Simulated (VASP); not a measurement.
# K: relaxation of cell and atoms with PBE

The system is K.

```
K
1.0
    -2.57580    2.57580    2.57580
     2.57580   -2.57580    2.57580
     2.57580    2.57580   -2.57580
K
1
Direct
  0.00000 0.00000 0.00000
```

```
Program                : VASP 6.6.1
Task                   : relaxation of cell and atoms
Functional             : PBE
Potentials or basis    : VASP PAW PBE potentials, release 64 (K_sv)
Cutoff                 : 600 eV
k mesh                 : 11 × 11 × 11
Occupations            : fermi-dirac, width 0.05 eV
Spin                   : no spin polarisation
Target pressure        : 0.33 GPa
Dipole correction      : no
Further INCAR settings : ALGO = Normal; EDIFF = 1e-07; IBRION = 2; EDIFFG = -0.005; NSW = 60; ISIF = 3
```

The relaxed volume is 68.10 Å³/atom. The relaxed cell is a = 4.456 Å, b = 4.456 Å, c = 4.456 Å, α = 109.47°, β = 109.47°, γ = 109.47°. The space group after relaxing (to 0.1 Å) is Im-3m (No. 229). The energy change on relaxing (the run minimises the enthalpy) is +0.5 meV/atom. The ionic steps are 3, the pressure after relaxing is 0.3 GPa and the band gap on the k mesh is zero (an odd number of electrons rules out a gap without spin polarisation).

Step by step:
```tsv
step	energy change (eV)	largest force (eV/Å)	pressure (GPa)	volume (Å³)
1	0.0000	0.0000	0.31	68.36
2	0.0002	0.0000	0.32	68.27
3	0.0005	0.0000	0.33	68.10
```

Final structure:
```cif
data_structure
_symmetry_space_group_name_H-M 'P 1'
_symmetry_Int_Tables_number 1
_cell_length_a 4.4557
_cell_length_b 4.4557
_cell_length_c 4.4557
_cell_angle_alpha 109.471
_cell_angle_beta 109.471
_cell_angle_gamma 109.471
_cell_volume 68.10
loop_
_atom_site_label
_atom_site_type_symbol
_atom_site_fract_x
_atom_site_fract_y
_atom_site_fract_z
_atom_site_occupancy
K1 K 0.00000 0.00000 0.00000 1
```

Levels at points of the mesh, in eV from the Fermi level:
```tsv
k point	band 1	band 2	band 3	band 4	band 5	band 6	band 7	band 8
(0.00, 0.00, 0.00)	-32.11	-15.56	-15.56	-15.56	-2.29	4.34	4.34	4.34
```

Run time: 97 s on 1 thread of Intel Xeon 8259CL, on a shared host, peak memory 0.23 GiB.

Caveat: the cell is relaxed towards a set pressure, so the run minimises the enthalpy, not the energy.
